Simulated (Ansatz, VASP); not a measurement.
**Ti4O5: VASP beside Ansatz**

```xyz
9
Lattice="-3.4356 3.4356 1.9585 3.4356 -3.4356 1.9585 3.4356 3.4356 -1.9585" Properties=species:S:1:pos:R:3 pbc="T T T"
Ti    1.4798    4.1711    0.0000
Ti    2.7000    1.4798    0.0000
Ti    0.7355    1.9558    1.9585
Ti    1.9558   -0.7355    1.9585
O    -1.3223    2.8040    1.9585
O     0.6315    2.1133    0.0000
O     2.8040    1.3223    1.9585
O     4.7579    0.6315    0.0000
O     0.0000    0.0000    1.9585
```

Change from the starting cell: strain +0.050 along x and y, -0.050 along z, atoms carried along.

Alike in both runs: task single point; functional PBEsol; k mesh 12 × 12 × 12; occupations gaussian, width 0.15 eV; no spin polarisation.

|  | VASP | Ansatz |
| --- | --- | --- |
| version | VASP 6.6.1 | Ansatz 0.2.0 |
| potentials or method | VASP PAW PBE potentials, release 64 (Ti_sv, O), cutoff 520 eV | scalar-relativistic, plane waves, PAW |
| valence electrons in the cell | 78 | 78 |

|  | VASP | Ansatz | Ansatz less VASP |
| --- | --- | --- | --- |
| gap on the k mesh at the Fermi level (eV) | none | none | - |
| pressure (GPa) | -5.0 | -5.7 | -0.63 |
| traceless stress, the component that is largest in VASP (GPa) | 28.30 | 27.94 | -0.363 |
| rms of the force components (eV/Å) | 0.356 | 0.358 | +0.0025 |

VASP's potentials were made for PBE, not for PBEsol. Atom by atom the forces differ by 0.004 eV/Å (rms over components). A gap of «none» marks a metal or a gap that the smearing closes.
